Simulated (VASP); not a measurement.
Write the native input for VASP 6.6.1 that does the following.

| Item | Value |
| --- | --- |
| Task | single point |
| Functional | r2SCAN |
| Potentials or basis | VASP PAW PBE potentials, release 64 (Li_sv) |
| Cutoff | 520 eV |
| k mesh | 10 × 10 × 10 |
| Occupations | gaussian, width 0.1 eV |
| Spin | no spin polarisation |
| Dipole correction | no |
| Further INCAR settings | ALGO = Normal; EDIFF = 1e-07; NBANDS = 14 |

Li:

```xyz
4
Lattice="4.4916 0.0000 0.0000 0.0000 4.4916 0.0000 0.0000 0.0000 4.4916" Properties=species:S:1:pos:R:3 pbc="T T T"
Li    3.9282    0.5634    2.8092
Li    1.6824    1.6824    1.6824
Li    0.5634    2.8092    3.9282
Li    2.8092    3.9282    0.5634
```

This cell differs from its parent crystal: functional r2SCAN, strained.

These files were run (other wordings do the same):

POSCAR

```
Li
1.0
    4.4915903657      0.0000000000      0.0000000000
    0.0000000000      4.4915903657      0.0000000000
    0.0000000000      0.0000000000      4.4915903657
Li
4
Direct
    0.8745680000      0.1254320000      0.6254320000
    0.3745680000      0.3745680000      0.3745680000
    0.1254320000      0.6254320000      0.8745680000
    0.6254320000      0.8745680000      0.1254320000
```

INCAR.step1

```
SYSTEM = Li
  PREC = Accurate
  ENCUT = 520
  ISMEAR = 0
  SIGMA = 0.1
  LREAL = .False.
  LASPH = .True.
  NELM = 100
  NBANDS = 14
  GGA = PE
  ALGO = Normal
  EDIFF = 1E-4
  LWAVE = .True.
  LCHARG = .False.
```

INCAR.step2

```
SYSTEM = Li
  PREC = Accurate
  ENCUT = 520
  EDIFF = 1E-7
  ISMEAR = 0
  SIGMA = 0.1
  LREAL = .False.
  LASPH = .True.
  NELM = 100
  ALGO = Normal
  ISIF = 2
  LWAVE = .False.
  LCHARG = .True.
  METAGGA = R2SCAN
  LMIXTAU = .True.
  LELF = .True.
  LVHAR = .True.
  NBANDS = 14
  ISTART = 1
```

KPOINTS

```
Automatic mesh
0
Gamma
  10 10 10
  0 0 0
```

Potentials or basis: VASP PAW PBE potentials, release 64 (Li_sv).

Command:

```console
$ cat potpaw_PBE.64/Li_sv/POTCAR > POTCAR
$ cp INCAR.step1 INCAR
$ mpirun -np 1 vasp_std > vasp.out
$ cp INCAR.step2 INCAR
$ mpirun -np 1 vasp_std > vasp.out
```

It gave:

| Item | Value |
| --- | --- |
| Largest force | 0.059 eV/Å |
| Band gap on the k mesh | zero (band 6 reaches 2.89 eV, above the bottom of band 7 at 0.30 eV) |

Caveat: the cell differs from its parent crystal (functional r2SCAN, strained); the PAW data sets were made with another functional, which shifts forces and pressure a little.

It took 9.8 min on 1 thread of AMD EPYC 9R45 96-Core Processor (Zen 5), on a shared host, peak memory 0.22 GiB.
